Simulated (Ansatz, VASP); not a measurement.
**Ag in VASP and in Ansatz**

```
Ag
1.0
     0.00000    2.04275    2.04275
     2.04275    0.00000    2.04275
     2.04275    2.04275    0.00000
Ag
1
Direct
  0.00000 0.00000 0.00000
```

Alike in both runs: task single point; functional PBE; k mesh 16 × 16 × 16; occupations gaussian, width 0.05 eV; no spin polarisation.

|  | VASP | Ansatz |
| --- | --- | --- |
| version | VASP 6.6.1 | Ansatz 0.2.0 |
| potentials or method | VASP PAW PBE potentials, release 64 (Ag), cutoff 520 eV | scalar-relativistic, plane waves, PAW |
| valence electrons in the cell | 11 | 19 |

|  | VASP | Ansatz | Ansatz less VASP |
| --- | --- | --- | --- |
| pressure (GPa) | 4.6 | 4.7 | +0.17 |

With one functional, cell and mesh, what is left measures potentials, basis and numerics. VASP's potentials hold 11 valence electrons a cell and Ansatz's 19, so a difference there can come from the potentials and not from the codes.
